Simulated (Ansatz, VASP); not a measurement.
**Two plane-wave programs on PbSe**

Contents of INCAR:

```
SYSTEM = PbSe
PREC = Accurate ; ENCUT = 520
EDIFF = 1E-6 ; ISMEAR = 0
SIGMA = 0.03 ; LREAL = .FALSE.
LASPH = .TRUE. ; NELM = 60
ALGO = Normal ; ISIF = 2
LWAVE = .FALSE. ; LCHARG = .FALSE.
GGA = PE ; NBANDS = 17
```

Contents of KPOINTS:

```
Automatic mesh
0
G
  10 10 10
  0 0 0
```

File POSCAR:

```
PbSe
1.0
    0.0000000000      3.0621500000      3.0621500000
    3.0621500000      0.0000000000      3.0621500000
    3.0621500000      3.0621500000      0.0000000000
Pb Se
1 1
Direct
    0.0212112095      0.0212112095      0.0212112095
    0.5000000000      0.5000000000      0.5000000000
```

Input for Ansatz:

```yaml
crystal:
  lattice:
    - [0.0, 3.06215, 3.06215]
    - [3.06215, 0.0, 3.06215]
    - [3.06215, 3.06215, 0.0]
  atoms:
    - { symbol: Pb, position: [0.0212112095, 0.0212112095, 0.0212112095] }
    - { symbol: Se, position: [0.5, 0.5, 0.5] }
basis:
  ecutwfc: 420
kpoints:
  mp_grid: { grid: [10, 10, 10] }
hamiltonian:
  xc: pbe
scf:
  occupations: { method: gaussian, width: 0.03 }
output:
  forces: true
  stress: true
  eigenvalues: true
```

Change from the starting cell: all Pb atoms moved +0.225 Å, as atom 1 along Cartesian [1 1 1].

Alike in both runs: task single point; functional PBE; k mesh 10 × 10 × 10; occupations gaussian, width 0.03 eV; no spin polarisation.

|  | VASP | Ansatz |
| --- | --- | --- |
| version | VASP 6.6.1 | Ansatz 0.2.0 |
| potentials or method | VASP PAW PBE potentials, release 64 (Pb_d, Se), cutoff 520 eV | scalar-relativistic, plane waves, PAW |
| valence electrons in the cell | 20 | 30 |

Ansatz gave:

* gap on the k mesh at the Fermi level (eV): 0.50
* least direct gap on the mesh (eV): 0.50
* pressure (GPa): 3.1
* traceless stress, the component that is largest in VASP (GPa): 0.10
* rms of the force components (eV/Å): 0.142

Task: What did VASP give for the same quantities?

Result: gap on the k mesh at the Fermi level (eV): 0.51; least direct gap on the mesh (eV): 0.51; pressure (GPa): 3.1; traceless stress, the component that is largest in VASP (GPa): 0.10; rms of the force components (eV/Å): 0.145.

Atom by atom the forces differ by 0.003 eV/Å (rms over components). VASP's potentials hold 20 valence electrons a cell and Ansatz's 30, so a difference there can come from the potentials and not from the codes.

Spin-orbit coupling is off throughout.
